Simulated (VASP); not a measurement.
# Ta3Se4 in VASP: single point with r2SCAN

Aim: the single point of Ta3Se4 with r2SCAN.

Everything below comes from runs of VASP 6.6.1. Logs are shortened: lines on timing, memory, paths and dates and some standing lists are left out, and cuts for length are marked.

**1. The cell of the first run**

The cell holds an amorphous packing of atoms, 14 atoms: a = 6.385 Å, b = 6.627 Å, c = 6.101 Å, α = 109.84°, β = 103.01°, γ = 96.57°.

**2. Single point, r2SCAN**

File POSCAR:

```
Ta3Se4
1.0
    6.2755500000     -1.1756110000     -0.0395090000
    0.4131150000      6.3820540000     -1.7368310000
   -1.4437800000     -0.4477110000      5.9110200000
Se Ta
8 6
Direct
    0.2496200000      0.1576410000      0.8963880000
    0.3442780000      0.5191630000      0.9641610000
    0.7563710000      0.0116450000      0.9330060000
    0.9265530000      0.7940250000      0.6815410000
    0.5173430000      0.0937830000      0.6490640000
    0.0792100000      0.3388290000      0.1727000000
    0.4337170000      0.5355720000      0.3528940000
    0.8335250000      0.4518430000      0.3834410000
    0.7274760000      0.7526240000      0.2401520000
    0.3352650000      0.7734990000      0.7319770000
    0.5255780000      0.1128640000      0.2382710000
    0.1872320000      0.7998930000      0.2615050000
    0.6616750000      0.5001070000      0.7381160000
    0.0174110000      0.1709710000      0.5065030000
```

File INCAR.step1:

```
SYSTEM = Ta3Se4
PREC     = Accurate       ! precision mode
ENCUT    = 520            ! plane-wave cutoff, eV
ISMEAR   = -1             ! smearing method
SIGMA    = 0.0125         ! smearing width, eV
LREAL    = .False.        ! projectors in reciprocal space
LASPH    = .True.         ! aspherical terms in the spheres
NELM     = 80             ! most SCF steps
NBANDS   = 70             ! bands
GGA      = PE             ! functional
ALGO     = Normal         ! electronic algorithm
EDIFF    = 1E-4           ! SCF threshold, eV
LWAVE    = .True.         ! write WAVECAR
LCHARG   = .False.        ! write CHGCAR
```

File INCAR.step2:

```
SYSTEM = Ta3Se4
PREC     = Accurate       ! precision mode
ENCUT    = 520            ! plane-wave cutoff, eV
EDIFF    = 1E-6           ! SCF threshold, eV
ISMEAR   = -1             ! smearing method
SIGMA    = 0.0125         ! smearing width, eV
LREAL    = .False.        ! projectors in reciprocal space
LASPH    = .True.         ! aspherical terms in the spheres
NELM     = 80             ! most SCF steps
ALGO     = Normal         ! electronic algorithm
ISIF     = 2              ! what is computed and relaxed
LWAVE    = .False.        ! write WAVECAR
LCHARG   = .False.        ! write CHGCAR
METAGGA  = R2SCAN         ! meta-GGA
LMIXTAU  = .True.       
NBANDS   = 70             ! bands
ISTART   = 1
```

File KPOINTS:

```
Automatic mesh
0
Gamma
  3 3 3
  0 0 0.5
```

Potentials or basis: VASP PAW PBE potentials, release 64 (Se, Ta_pv).

Command:

```
> cat potpaw_PBE.64/Se/POTCAR potpaw_PBE.64/Ta_pv/POTCAR > POTCAR
> cp INCAR.step1 INCAR
> mpirun -np 1 vasp_std > vasp.out
> cp INCAR.step2 INCAR
> mpirun -np 1 vasp_std > vasp.out
```

OUTCAR:

```text
SYSTEM = Ta3Se4
   PREC = Accurate
   ENCUT = 520
   EDIFF = 1E-6
   ISMEAR = -1
   LREAL = .False.
   LASPH = .True.
   NELM = 80
   ISIF = 2
   METAGGA = R2SCAN
   ISTART = 1

 ion  position               nearest neighbor table
   1  0.250  0.158  0.896-   2 2.27   6 2.28   5 2.50  11 2.54  14 2.54  10 2.57   4 2.70
   2  0.344  0.519  0.964-   1 2.27   7 2.27  10 2.54  12 2.59   9 2.59  13 2.69   6 2.73  14 3.06

   3  0.756  0.012  0.933-   4 2.29   5 2.29   6 2.56  11 2.59  10 2.73   9 2.96  13 3.12
   4  0.927  0.794  0.682-   8 2.28   3 2.29  10 2.58  13 2.60   9 2.61   1 2.70  14 3.08
   5  0.517  0.094  0.649-   3 2.29   1 2.50  10 2.56  11 2.56  13 2.57  12 2.74
   6  0.079  0.339  0.173-   8 2.28   1 2.28   7 2.29   3 2.56  14 2.71   2 2.73  12 2.89
   7  0.434  0.536  0.353-   2 2.27   6 2.29  13 2.57  10 2.58   9 2.59  12 2.60   8 2.65  11 2.81

   8  0.834  0.452  0.383-   6 2.28   4 2.28   9 2.53  14 2.54  11 2.56  13 2.58   7 2.65
   9  0.727  0.753  0.240-   8 2.53   7 2.59   2 2.59   4 2.61  11 2.84  13 2.85  14 2.86  12 2.88
                             3 2.96  12 3.53  10 3.57
  10  0.335  0.773  0.732-   2 2.54   5 2.56   1 2.57   7 2.58   4 2.58   3 2.73  12 2.88  13 2.92
                            11 3.01  12 3.52   9 3.57
  11  0.526  0.113  0.238-   1 2.54   8 2.56   5 2.56   3 2.59   7 2.81   9 2.84  12 2.88  10 3.01
                            13 3.10  14 3.11
  12  0.187  0.800  0.262-   2 2.59   7 2.60   5 2.74  11 2.88  14 2.88  10 2.88   9 2.88   6 2.89
                            10 3.52   9 3.53
  13  0.662  0.500  0.738-   5 2.57   7 2.57   8 2.58   4 2.60   2 2.69   9 2.85  10 2.92  11 3.10
                             3 3.12  14 3.52
  14  0.017  0.171  0.507-   1 2.54   8 2.54   6 2.71   9 2.86  12 2.88   2 3.06   4 3.08  11 3.11
                            13 3.52

  LATTYP: Found a triclinic cell.
 ALAT       =     8.2006053199
 B/A-ratio  =     1.5514949297
 C/A-ratio  =     0.7439984744
 COS(alpha) =     0.0131007302
 COS(beta)  =     0.2945442205
 COS(gamma) =     0.8875575721

  Lattice vectors:

 A1 = (   5.2448850000,   4.7587320000,   4.1346800000)
 A2 = (   5.6580000000,  11.1407860000,   2.3978490000)
 A3 = (  -1.4437800000,  -0.4477110000,   5.9110200000)

Analysis of symmetry for initial positions (statically):
=====================================================================
 Subroutine PRICEL returns:
 Original cell was already a primitive cell.

 Routine SETGRP: Setting up the symmetry group for a
 triclinic supercell.

 Subroutine GETGRP returns: Found  1 space group operations
 (whereof  1 operations were pure point group operations)
 out of a pool of  2 trial point group operations.

The static configuration has the point symmetry C_1 .

Analysis of symmetry for dynamics (positions and initial velocities):
=====================================================================
 Subroutine PRICEL returns:
 Original cell was already a primitive cell.

 Routine SETGRP: Setting up the symmetry group for a
 triclinic supercell.

 Subroutine GETGRP returns: Found  1 space group operations
 (whereof  1 operations were pure point group operations)
 out of a pool of  2 trial point group operations.

The dynamic configuration has the point symmetry C_1 .

 Subroutine INISYM returns: Found  1 space group operations
 (whereof  1 operations are pure point group operations),
 and found     1 'primitive' translations

----------------------------------------------------------------------------------------

                                     Primitive cell

  volume of cell :     231.4279

  direct lattice vectors                    reciprocal lattice vectors
     6.275550000 -1.175611000 -0.039509000     0.159647372  0.000283764  0.039015724
     0.413115000  6.382054000 -1.736831000     0.030103327  0.160040621  0.019474563
    -1.443780000 -0.447711000  5.911020000     0.009912316  0.047026524  0.175158517

  length of vectors
     6.384837507  6.627055091  6.101237847     0.164345949  0.164007528  0.181632194

  position of ions in fractional coordinates (direct lattice)
     0.249620000  0.157641000  0.896388000
     0.344278000  0.519163000  0.964161000
     0.756371000  0.011645000  0.933006000
     0.926553000  0.794025000  0.681541000
     0.517343000  0.093783000  0.649064000
     0.079210000  0.338829000  0.172700000
[... 43 lines left out ...]

  Shift w.r.t. Gamma in fractional coordinates (k-lattice)
     0.000000000  0.000000000  0.500000000

 Subroutine IBZKPT returns following result:
 ===========================================

 Found     14 irreducible k-points:

 Following reciprocal coordinates:
            Coordinates               Weight
 -0.000000  0.000000  0.166667      2.000000
  0.333333  0.000000  0.166667      2.000000
 -0.333333  0.000000  0.166667      2.000000
 -0.000000  0.333333  0.166667      2.000000
  0.333333  0.333333  0.166667      2.000000
 -0.333333  0.333333  0.166667      2.000000
  0.000000 -0.333333  0.166667      2.000000
  0.333333 -0.333333  0.166667      2.000000
 -0.333333 -0.333333  0.166667      2.000000
 -0.000000  0.000000  0.500000      1.000000
  0.333333  0.000000  0.500000      2.000000
 -0.000000  0.333333  0.500000      2.000000
  0.333333  0.333333  0.500000      2.000000
 -0.333333  0.333333  0.500000      2.000000
   k-points           NKPTS =     14   k-points in BZ     NKDIM =     14   number of bands    NBANDS=     70
   number of dos      NEDOS =    301   number of ions     NIONS =     14
   total plane-waves  NPLWV = 115200
   dimension x,y,z NGX =    48 NGY =   50 NGZ =   48
   dimension x,y,z NGXF=    96 NGYF=  100 NGZF=   96
   ions per type =               8   6
   NGX,Y,Z   is equivalent  to a cutoff of  12.50, 12.54, 13.08 a.u.
   NGXF,Y,Z  is equivalent  to a cutoff of  25.00, 25.09, 26.16 a.u.
 SYSTEM =  Ta3Se4
   PREC   = accura    normal or accurate (medium, high low for compatibility)
   ISTART =      1    job   : 0-new  1-cont  2-samecut
   ICHARG =      0    charge: 1-file 2-atom 10-const
   ISPIN  =      1    spin polarized calculation?
   LNONCOLLINEAR =      F non collinear calculations
   LSORBIT =      F    spin-orbit coupling
   LASPH  =      T    aspherical Exc in radial PAW
   ENCUT  =  520.0 eV  38.22 Ry    6.18 a.u.  11.87 12.32 11.34*2*pi/ulx,y,z
   NELM   =     80;   NELMIN=  2; NELMDL=  0     # of ELM steps
   EDIFF  = 0.1E-05   stopping-criterion for ELM
   LREAL  =      F    real-space projection
   EDIFFG = 0.1E-04   stopping-criterion for IOM
   NSW    =      0    number of steps for IOM
   IBRION =     -1    ionic relax: 0-MD 1-quasi-New 2-CG
   NFREE  =      0    steps in history (QN), initial steepest desc. (CG)
   ISIF   =      2    stress and relaxation
   ISYM   =      2    0-nonsym 1-usesym 2-fastsym
   POTIM  = 0.5000    time-step for ionic-motion
   TEBEG  =    0.0;   TEEND  =   0.0 temperature during run
   PSTRESS=    0.0 pullay stress
   NELECT =     114.0000    total number of electrons
   NUPDOWN=      -1.0000    fix difference up-down
   EMIN   =  10.00;   EMAX   =-10.00  energy-range for DOS
   EFERMI =   0.00;   METHOD = LEGACY
   ISMEAR =    -1;   SIGMA  =   0.01  broadening in eV -4-tet -1-fermi 0-gaus
   EFERMI_NEDOS =   21; number of points for ismear=-14 and -15
   IALGO  =     38    algorithm
   IMIX   =      4    mixing-type and parameters
     AMIX     =   0.40;   BMIX     =  1.00
     AMIX_MAG =   1.60;   BMIX_MAG =  1.00
  volume/ion in A,a.u.               =      16.53       111.55
  Fermi-wavevector in a.u.,A,eV,Ry     =   1.292919  2.443262 22.744028  1.671639
  Thomas-Fermi vector in A             =   2.424597
   LORBIT       =      0    0 simple, 1 ext, 2 COOP (PROOUT), +10 PAW based schemes
   METAGGA = R2SCAN    functional components
   LHFCALC =     F    Hartree Fock is set to
   AEXX    =    0.0000 exact exchange contribution
   IVDW    =     0    specifies the selected vdW correction
   LEPSILON=     F    determine dielectric tensor
   LRPA    =     F    only Hartree local field effects (RPA)
 non-spin polarized calculation
  energy-cutoff  :      520.00
  volume of cell :      231.43
 maximum number of plane-waves:      6246
   NGX = 23   NGY = 25   NGZ = 23

 number of electron     114.0000002 magnetization

 Free energy of the ion-electron system (eV)
  ---------------------------------------------------
  ext. energy  EPLUGINS =         0.00000000
  ---------------------------------------------------
  free energy    TOTEN  =      -390.44547877 eV

  energy without entropy =     -390.43863760  energy(sigma->0) =     -390.44205818

 E-fermi :   8.3677     XC(G=0): -12.8719

 val. band max:        8.3652581355   @ k =   0.3333   0.3333   0.5000
 cond. band min:       8.3684459304   @ k =  -0.0000   0.0000   0.1667
 fundamental gap:      0.0031877949
 Fermi energy:         8.3676621695

 k-point     1 :      -0.0000    0.0000    0.1667
  band No.  band energies     occupation
      1     -28.1730      2.00000
      2     -28.0348      2.00000
      3     -27.9987      2.00000
      4     -27.9738      2.00000
      5     -27.9599      2.00000
      6     -27.9463      2.00000
[... 997 lines left out ...]
     68      10.5820      0.00000
     69      10.7053      0.00000
 [bands above 69 left out]

------------------------ aborting loop because EDIFF is reached ----------------------------------------

  FORCE on cell =-STRESS in cart. coord.  units (eV):
  Direction    XX          YY          ZZ          XY          YZ          ZX
  --------------------------------------------------------------------------------------
  -------------------------------------------------------------------------------------
  Total       53.9204757     54.0754803     54.2222499     -0.7368114     10.2325330     -6.4392327
  in kB      373.2919714    374.3650696    375.3811567     -5.1009526     70.8399242    -44.5788697
  external PRESSURE =     374.3460659 kB  Pullay stress =       0.0000000 kB

 VOLUME and BASIS-vectors are now :
 -----------------------------------------------------------------------------
  energy-cutoff  :      520.00
  volume of cell :      231.43
      direct lattice vectors                 reciprocal lattice vectors
     6.275550000 -1.175611000 -0.039509000     0.159647372  0.000283764  0.039015724
     0.413115000  6.382054000 -1.736831000     0.030103327  0.160040621  0.019474563
    -1.443780000 -0.447711000  5.911020000     0.009912316  0.047026524  0.175158517

 POSITION                                       TOTAL-FORCE (eV/Angst)
 -----------------------------------------------------------------------------------
      0.33744      0.31129      5.01491        -0.542337     -4.169851     -0.185271
      0.98297      2.47692      4.78387         1.542085      4.375875     -7.422453
      3.40440     -1.23260      5.46491        -1.954510     -0.170766      5.411607
      5.15866      3.67311      2.61291         2.169766      0.083589      0.190963
      2.34825     -0.30026      3.65331         0.440430      1.620949     -4.861697
      0.38772      1.99199      0.42921        -3.239820     -1.249923      0.402512
      2.43356      2.75017      1.13863         2.818176      1.628184      7.056791
      4.86389      1.73211      1.44882        -2.054017     -3.378484     -0.121610
      4.52951      3.84054      0.08362         1.067934      2.156726     -0.909603
      1.36670      4.21466      2.97005         0.188493     -0.199640      1.080638
      3.00091     -0.00425      1.19163        -0.756224     -0.551233      0.783011
      1.12788      4.76777      0.14908        -0.389518      0.518412     -0.365962
      3.29330      2.08337      3.46827        -0.288098     -0.060484      0.814259
     -0.55138      0.84391      2.69631         0.997638     -0.603354     -1.873184
 -----------------------------------------------------------------------------------
    total drift:                               -0.000277     -0.000833      0.000265

  FREE ENERGIE OF THE ION-ELECTRON SYSTEM (eV)
  ---------------------------------------------------
  free  energy   TOTEN  =      -390.4454787693 eV

  energy  without entropy=     -390.4386375962  energy(sigma->0) =     -390.44205818
```

Run time: 38 min. Hardware: 1 thread of Oxide Virtual Turin-like, shared host; peak memory 0.41 GiB.

What came out:

- Free energy: -390.4455 eV
- Pressure: 37.4 GPa
- Largest force: 8.753 eV/Å
- Band gap on the k mesh: zero (band 57 reaches 8.40 eV, above the bottom of band 58 at 8.33 eV)

Forces in eV/Å, atoms in the order of the input:
```
Se  -0.542 -4.170 -0.185
Se   1.542  4.376 -7.422
Se  -1.955 -0.171  5.412
Se   2.170  0.084  0.191
Se   0.440  1.621 -4.862
Se  -3.240 -1.250  0.403
Se   2.818  1.628  7.057
Se  -2.054 -3.378 -0.122
Ta   1.068  2.157 -0.910
Ta   0.188 -0.200  1.081
Ta  -0.756 -0.551  0.783
Ta  -0.390  0.518 -0.366
Ta  -0.288 -0.060  0.814
Ta   0.998 -0.603 -1.873
```

Stress tensor (GPa, compression positive):
```
37.33 -0.51 -4.46
-0.51 37.44  7.08
-4.46  7.08 37.54
```

Caveat: the k points lie up to 0.38 Å⁻¹ apart; the PAW data sets were made with another functional, which shifts forces and pressure a little; spin-orbit coupling is left out, which moves the levels of the heavy elements.
